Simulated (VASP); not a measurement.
# BP (I-4m2) in VASP: notebook, part 2 of 2

VASP 6.6.1. Earlier steps stand in the parts before.

**3. Single point, PBE (strain +0.000 along x and y, +0.030 along z)**

INCAR reads:

```
SYSTEM = BP
  ALGO = Normal
  EDIFF = 1E-7
  ENCUT = 520
  GGA = PE
  ISIF = 2
  ISMEAR = 0
  LASPH = .TRUE.
  LCHARG = .FALSE.
  LREAL = .FALSE.
  LWAVE = .FALSE.
  NBANDS = 11
  NELM = 60
  PREC = Accurate
  SIGMA = 0.05
```

KPOINTS reads:

```
k-points
0
G
  10 10 10
  0 0 0
```

POSCAR reads:

```
BP
1.0
    0.0000000000      2.2741518671      2.3423764231
    2.2741518671      0.0000000000      2.3423764231
    2.2741518671      2.2741518671      0.0000000000
B P
1 1
Direct
    0.0000000000      0.0000000000      0.0000000000
    0.7500000000      0.7500000000      0.7500000000
```

Potentials or basis: VASP PAW PBE potentials, release 64 (B, P).

Launch:

```bash
cat potpaw_PBE.64/B/POTCAR potpaw_PBE.64/P/POTCAR > POTCAR
mpirun -np 1 vasp_std > vasp.out
```

OUTCAR:

```text
SYSTEM = BP
   EDIFF = 1E-7
   ENCUT = 520
   GGA = PE
   ISIF = 2
   ISMEAR = 0
   LASPH = .TRUE.
   LREAL = .FALSE.
   NELM = 60
   PREC = Accurate

 ion  position               nearest neighbor table
   1  0.000  0.000  0.000-   2 1.99   2 1.99   2 1.99   2 1.99
   2  0.750  0.750  0.750-   1 1.99   1 1.99   1 1.99   1 1.99

  LATTYP: Found a body centered tetragonal cell.
 ALAT       =     3.2161364133
 C/A-ratio  =     1.4566399692

  Lattice vectors:

 A1 = (  -2.2741518671,   0.0000000000,   2.3423764231)
 A2 = (   2.2741518671,   0.0000000000,   2.3423764231)
 A3 = (   0.0000000000,   2.2741518671,  -2.3423764231)

Analysis of symmetry for initial positions (statically):
=====================================================================
 Subroutine PRICEL returns:
 Original cell was already a primitive cell.

 Routine SETGRP: Setting up the symmetry group for a
 body centered tetragonal supercell.

 Subroutine GETGRP returns: Found  8 space group operations
 (whereof  8 operations were pure point group operations)
 out of a pool of 16 trial point group operations.

The static configuration has the point symmetry D_2d.

Analysis of symmetry for dynamics (positions and initial velocities):
[... 173 lines left out ...]
      6      10.3085      0.00000
      7      10.4744      0.00000
      8      13.8208      0.00000
      9      18.2810      0.00000
     10      18.6418      0.00000
     11      19.4179      0.00000
[... 309 lines left out ...]
 k-point    24 :       0.4000    0.3000    0.0000
  band No.  band energies     occupation
      1      -5.3839      2.00000
      2       0.7688      2.00000
      3       3.1871      2.00000
      4       3.7925      2.00000
      5       9.0917      0.00000
      6      10.8255      0.00000
      7      16.1781      0.00000
      8      16.2939      0.00000
      9      20.3579      0.00000
     10      22.1967      0.00000
     11      23.3603      0.00000

 [... further k-points ...]

------------------------ aborting loop because EDIFF is reached ----------------------------------------

  FORCE on cell =-STRESS in cart. coord.  units (eV):
  Direction    XX          YY          ZZ          XY          YZ          ZX
  --------------------------------------------------------------------------------------
  -------------------------------------------------------------------------------------
  Total       -0.3120146     -0.3120146     -1.5185264      0.0000000      0.0000000      0.0000000
  in kB      -20.6328815    -20.6328815   -100.4170160      0.0000000      0.0000000      0.0000000
  external PRESSURE =     -47.2275930 kB  Pullay stress =       0.0000000 kB

 VOLUME and BASIS-vectors are now :
 -----------------------------------------------------------------------------
  energy-cutoff  :      520.00
  volume of cell :       24.23
      direct lattice vectors                 reciprocal lattice vectors
     0.000000000  2.274151867  2.342376423    -0.219862186  0.219862186  0.213458433
     2.274151867  0.000000000  2.342376423     0.219862186 -0.219862186  0.213458433
     2.274151867  2.274151867  0.000000000     0.219862186  0.219862186 -0.213458433

 POSITION                                       TOTAL-FORCE (eV/Angst)
 -----------------------------------------------------------------------------------
      0.00000      0.00000      0.00000        -0.000000     -0.000000     -0.000000
      3.41123      3.41123      3.51356         0.000000      0.000000      0.000000
 -----------------------------------------------------------------------------------
    total drift:                               -0.000000     -0.000000     -0.000000

  FREE ENERGIE OF THE ION-ELECTRON SYSTEM (eV)
  ---------------------------------------------------
  free  energy   TOTEN  =       -12.9083870217 eV

  energy  without entropy=      -12.9083870217  energy(sigma->0) =      -12.90838702
```

OSZICAR:

```text
N       E                     dE             d eps       ncg     rms          rms(c)
DAV:   1     0.922483859311E+01    0.92248E+01   -0.39372E+03  2252   0.653E+02
DAV:   2    -0.129232999427E+02   -0.22148E+02   -0.20860E+02  3082   0.107E+02
DAV:   3    -0.135372343403E+02   -0.61393E+00   -0.61249E+00  2855   0.155E+01
DAV:   4    -0.135396440186E+02   -0.24097E-02   -0.24094E-02  2558   0.116E+00
DAV:   5    -0.135396575484E+02   -0.13530E-04   -0.13530E-04  2784   0.860E-02    0.683E+00
DAV:   6    -0.129951286147E+02    0.54453E+00   -0.12898E+00  2532   0.480E+00    0.369E+00
DAV:   7    -0.129152588627E+02    0.79870E-01   -0.19841E-01  2794   0.222E+00    0.129E+00
DAV:   8    -0.129078493319E+02    0.74095E-02   -0.25149E-02  2599   0.894E-01    0.180E-01
DAV:   9    -0.129081777853E+02   -0.32845E-03   -0.72193E-04  2645   0.178E-01    0.110E-01
DAV:  10    -0.129083754410E+02   -0.19766E-03   -0.24983E-04  2507   0.990E-02    0.272E-02
DAV:  11    -0.129083859998E+02   -0.10559E-04   -0.11046E-05  2859   0.221E-02    0.302E-02
DAV:  12    -0.129083870720E+02   -0.10722E-05   -0.44670E-06  2529   0.104E-02    0.119E-02
DAV:  13    -0.129083869539E+02    0.11808E-06   -0.11272E-07  2099   0.223E-03    0.513E-03
DAV:  14    -0.129083870217E+02   -0.67799E-07   -0.37842E-08  1278   0.114E-03
   1 F= -.12908387E+02 E0= -.12908387E+02  d E =-.924972E-14
```

It took 6.9 s on 1 thread of Intel Xeon 6975P-C (Granite Rapids), shared host; peak memory 0.15 GiB.

Results:

| Quantity | Value |
| --- | --- |
| Free energy | -12.9084 eV |
| Pressure | -4.7 GPa |
| Band gap on the k mesh | 1.07 eV, indirect (least direct gap 3.20 eV) |

Levels at points of the mesh, in eV from the valence-band top:
```csv
k point,band 1,band 2,band 3,band 4,band 5,band 6,band 7,band 8
"(0.00, 0.00, 0.00)",-15.24,-0.29,0.00,0.00,3.20,3.20,3.37,6.71
"(0.50, 0.00, 0.00)",-12.05,-8.87,-2.00,-1.62,3.37,4.56,4.73,9.91
"(0.50, 0.50, 0.00)",-10.76,-8.66,-3.88,-3.88,1.52,1.87,11.68,11.68
"(0.50, 0.00, 0.50)",-10.48,-8.41,-4.21,-4.15,1.20,1.46,11.37,11.94
```

Caveat: the cell differs from its parent crystal (strain +0.000 along x and y, +0.030 along z). A k mesh can miss the band edges.
